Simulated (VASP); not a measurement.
# Ti (Fm-3m) in VASP: notebook, part 2 of 2

VASP 6.6.1. The steps go on from the part before.

## (3) Single point, LDA (16.23 Å³/atom)

This run uses another cell than the first one, of 16.23 Å³/atom.

Input file INCAR:

```
PREC     = Accurate       # precision mode
ENCUT    = 500            # plane-wave cutoff, eV
EDIFF    = 1E-6           # SCF threshold, eV
ISMEAR   = -1             # smearing method
SIGMA    = 0.05           # smearing width, eV
LREAL    = F              # projectors in reciprocal space
LASPH    = T              # aspherical terms in the spheres
NELM     = 120            # most SCF steps
ALGO     = Normal         # electronic algorithm
ISIF     = 2              # what is computed and relaxed
LWAVE    = F              # write WAVECAR
LCHARG   = T              # write CHGCAR
GGA      = CA             # functional
LELF     = T              # ELF
LVHAR    = T            
NBANDS   = 12             # bands
GGA_COMPAT= F
```

Input file KPOINTS:

```
Automatic mesh
0
Gamma
  15 15 15
```

Input file POSCAR:

```
Ti
1.0
    0.0000000000      2.0094935475      2.0094935475
    2.0094935475      0.0000000000      2.0094935475
    2.0094935475      2.0094935475      0.0000000000
Ti
1
Direct
    0.0000000000      0.0000000000      0.0000000000
```

Potentials or basis: VASP PAW LDA potentials, release 64 (Ti_sv).

The run is started by

```sh
> cat potpaw_LDA.64/Ti_sv/POTCAR > POTCAR
> mpirun -np 1 vasp_std > vasp.out
```

OUTCAR:

```text
PREC = Accurate
   ENCUT = 500
   EDIFF = 1E-6
   ISMEAR = -1
   LREAL = F
   LASPH = T
   NELM = 120
   ISIF = 2
   GGA = CA

 ion  position               nearest neighbor table
   1  0.000  0.000  0.000-

  LATTYP: Found a face centered cubic cell.
 ALAT       =     4.0189870950

  Lattice vectors:

 A1 = (   0.0000000000,   2.0094935475,   2.0094935475)
 A2 = (   2.0094935475,   0.0000000000,   2.0094935475)
 A3 = (   2.0094935475,   2.0094935475,   0.0000000000)

Analysis of symmetry for initial positions (statically):
=====================================================================
 Subroutine PRICEL returns:
 Original cell was already a primitive cell.

 Routine SETGRP: Setting up the symmetry group for a
 face centered cubic supercell.

 Subroutine GETGRP returns: Found 48 space group operations
 (whereof 48 operations were pure point group operations)
 out of a pool of 48 trial point group operations.

The static configuration has the point symmetry O_h .

Analysis of symmetry for dynamics (positions and initial velocities):
=====================================================================
 Subroutine PRICEL returns:
 Original cell was already a primitive cell.

 Routine SETGRP: Setting up the symmetry group for a
 face centered cubic supercell.

 Subroutine GETGRP returns: Found 48 space group operations
 (whereof 48 operations were pure point group operations)
 out of a pool of 48 trial point group operations.

The dynamic configuration has the point symmetry O_h .

 Subroutine INISYM returns: Found 48 space group operations
 (whereof 48 operations are pure point group operations),
 and found     1 'primitive' translations

----------------------------------------------------------------------------------------

                                     Primitive cell

  volume of cell :      16.2289

  direct lattice vectors                    reciprocal lattice vectors
     0.000000000  2.009493547  2.009493547    -0.248818913  0.248818913  0.248818913
     2.009493547  0.000000000  2.009493547     0.248818913 -0.248818913  0.248818913
     2.009493547  2.009493547  0.000000000     0.248818913  0.248818913 -0.248818913

  length of vectors
     2.841853028  2.841853028  2.841853028     0.430966999  0.430966999  0.430966999

  position of ions in fractional coordinates (direct lattice)
     0.000000000  0.000000000  0.000000000

  ion indices of the primitive-cell ions
   primitive index   ion index
                 1           1

----------------------------------------------------------------------------------------

 KPOINTS: Automatic mesh

Automatic generation of k-mesh.
 Grid dimensions read from file:
 generate k-points for:   15   15   15

 Generating k-lattice:

  Cartesian coordinates                     Fractional coordinates (reciprocal lattice)
    -0.016587928  0.016587928  0.016587928     0.066666667  0.000000000  0.000000000
     0.016587928 -0.016587928  0.016587928     0.000000000  0.066666667  0.000000000
     0.016587928  0.016587928 -0.016587928     0.000000000  0.000000000  0.066666667

  Length of vectors
     0.028731133  0.028731133  0.028731133

  Shift w.r.t. Gamma in fractional coordinates (k-lattice)
     0.000000000  0.000000000  0.000000000

 Subroutine IBZKPT returns following result:
 ===========================================

 Found    120 irreducible k-points:

 Following reciprocal coordinates:
            Coordinates               Weight
  0.000000  0.000000  0.000000      1.000000
  0.066667  0.000000  0.000000      8.000000
  0.133333  0.000000  0.000000      8.000000
  0.200000  0.000000  0.000000      8.000000
  0.266667  0.000000  0.000000      8.000000
  0.333333  0.000000  0.000000      8.000000
[... 16 lines left out ...]
  0.133333  0.133333  0.000000      6.000000
  0.200000  0.133333  0.000000     24.000000
 [... further k-points ...]
   k-points           NKPTS =    120   k-points in BZ     NKDIM =    120   number of bands    NBANDS=     12
   number of dos      NEDOS =    301   number of ions     NIONS =      1
   total plane-waves  NPLWV =  13824
   dimension x,y,z NGX =    24 NGY =   24 NGZ =   24
   dimension x,y,z NGXF=    48 NGYF=   48 NGZF=   48
   ions per type =               1
   NGX,Y,Z   is equivalent  to a cutoff of  14.04, 14.04, 14.04 a.u.
   NGXF,Y,Z  is equivalent  to a cutoff of  28.08, 28.08, 28.08 a.u.
 SYSTEM =  unknown system
   PREC   = accura    normal or accurate (medium, high low for compatibility)
   ISTART =      0    job   : 0-new  1-cont  2-samecut
   ICHARG =      2    charge: 1-file 2-atom 10-const
   ISPIN  =      1    spin polarized calculation?
   LNONCOLLINEAR =      F non collinear calculations
   LSORBIT =      F    spin-orbit coupling
   LASPH  =      T    aspherical Exc in radial PAW
   ENCUT  =  500.0 eV  36.75 Ry    6.06 a.u.   5.18  5.18  5.18*2*pi/ulx,y,z
   NELM   =    120;   NELMIN=  2; NELMDL= -5     # of ELM steps
   EDIFF  = 0.1E-05   stopping-criterion for ELM
   LREAL  =      F    real-space projection
   EDIFFG = 0.1E-04   stopping-criterion for IOM
   NSW    =      0    number of steps for IOM
   IBRION =     -1    ionic relax: 0-MD 1-quasi-New 2-CG
   NFREE  =      0    steps in history (QN), initial steepest desc. (CG)
   ISIF   =      2    stress and relaxation
   ISYM   =      2    0-nonsym 1-usesym 2-fastsym
   POTIM  = 0.5000    time-step for ionic-motion
   TEBEG  =    0.0;   TEEND  =   0.0 temperature during run
   PSTRESS=    0.0 pullay stress
   NELECT =      12.0000    total number of electrons
   NUPDOWN=      -1.0000    fix difference up-down
   EMIN   =  10.00;   EMAX   =-10.00  energy-range for DOS
   EFERMI =   0.00;   METHOD = LEGACY
   ISMEAR =    -1;   SIGMA  =   0.05  broadening in eV -4-tet -1-fermi 0-gaus
   EFERMI_NEDOS =   21; number of points for ismear=-14 and -15
   IALGO  =     38    algorithm
   IMIX   =      4    mixing-type and parameters
     AMIX     =   0.40;   BMIX     =  1.00
     AMIX_MAG =   1.60;   BMIX_MAG =  1.00
  volume/ion in A,a.u.               =      16.23       109.52
  Fermi-wavevector in a.u.,A,eV,Ry     =   1.480376  2.797505 29.817336  2.191512
  Thomas-Fermi vector in A             =   2.594418
   LORBIT       =      0    0 simple, 1 ext, 2 COOP (PROOUT), +10 PAW based schemes
   GGA     = CA    functional components
   LHFCALC =     F    Hartree Fock is set to
   AEXX    =    0.0000 exact exchange contribution
   IVDW    =     0    specifies the selected vdW correction
   LEPSILON=     F    determine dielectric tensor
   LRPA    =     F    only Hartree local field effects (RPA)
 non-spin polarized calculation
  energy-cutoff  :      500.00
  volume of cell :       16.23
 maximum number of plane-waves:       424
 NGX is ok and might be reduce to    24
   NGX = 11   NGY = 11   NGZ = 11

 number of electron      12.0000000 magnetization

 Free energy of the ion-electron system (eV)
  ---------------------------------------------------
  ext. energy  EPLUGINS =         0.00000000
  ---------------------------------------------------
  free energy    TOTEN  =        -8.50424431 eV

  energy without entropy =       -8.49021113  energy(sigma->0) =       -8.49722772

 E-fermi :   8.7307     XC(G=0): -12.1131

 val. band max:        8.7106398335   @ k =   0.2667   0.1333   0.0667
 cond. band min:       8.7375838635   @ k =  -0.4667   0.2667   0.1333
 fundamental gap:      0.0269440300
 Fermi energy:         8.7307052861

 k-point     1 :       0.0000    0.0000    0.0000
  band No.  band energies     occupation
      1     -47.1925      2.00000
      2     -23.3308      2.00000
      3     -23.3308      2.00000
      4     -23.3308      2.00000
      5       2.5562      2.00000
      6       9.6046      0.00000
      7       9.6046      0.00000
      8       9.6046      0.00000
      9      11.3684      0.00000
     10      11.3684      0.00000
     11      24.4452      0.00000
     12      29.1743      0.00000
[... 331 lines left out ...]
 k-point    24 :       0.2000    0.1333    0.0000
  band No.  band energies     occupation
      1     -47.1330      2.00000
      2     -23.5768      2.00000
      3     -23.4062      2.00000
      4     -23.3994      2.00000
      5       3.8467      2.00000
      6       8.7492      0.81756
      7      10.0822      0.00000
      8      10.1610      0.00000
      9      10.6650      0.00000
     10      11.6445      0.00000
     11      25.1558      0.00000
     12      25.8355      0.00000

 [... further k-points ...]

------------------------ aborting loop because EDIFF is reached ----------------------------------------

  FORCE on cell =-STRESS in cart. coord.  units (eV):
  Direction    XX          YY          ZZ          XY          YZ          ZX
  --------------------------------------------------------------------------------------
  -------------------------------------------------------------------------------------
  Total       -0.1699023     -0.1699023     -0.1699023     -0.0000000      0.0000000      0.0000000
  in kB      -16.7733604    -16.7733604    -16.7733604     -0.0000000      0.0000000      0.0000000
  external PRESSURE =     -16.7733604 kB  Pullay stress =       0.0000000 kB

 VOLUME and BASIS-vectors are now :
 -----------------------------------------------------------------------------
  energy-cutoff  :      500.00
  volume of cell :       16.23
      direct lattice vectors                 reciprocal lattice vectors
     0.000000000  2.009493547  2.009493547    -0.248818913  0.248818913  0.248818913
     2.009493547  0.000000000  2.009493547     0.248818913 -0.248818913  0.248818913
     2.009493547  2.009493547  0.000000000     0.248818913  0.248818913 -0.248818913

 POSITION                                       TOTAL-FORCE (eV/Angst)
 -----------------------------------------------------------------------------------
      0.00000      0.00000      0.00000         0.000000     -0.000000      0.000000
 -----------------------------------------------------------------------------------
    total drift:                               -0.000000      0.000000      0.000000

  FREE ENERGIE OF THE ION-ELECTRON SYSTEM (eV)
  ---------------------------------------------------
  free  energy   TOTEN  =        -8.5042443123 eV

  energy  without entropy=       -8.4902111253  energy(sigma->0) =       -8.49722772
```

It took 21 s on 1 thread of Intel Xeon 8259CL, shared host; peak memory 0.14 GiB.

Results:

```
Free energy            : -8.5042 eV
Pressure               : -1.7 GPa
Band gap on the k mesh : zero (bands 6 and 7 overlap by 1.20 eV)
```

Levels at points of the mesh, in eV from the Fermi level:
```
           k point  band 3  band 4  band 5  band 6  band 7  band 8  band 9  band 10
(0.00, 0.00, 0.00)  -32.06  -32.06   -6.17    0.87    0.87    0.87    2.64     2.64
```
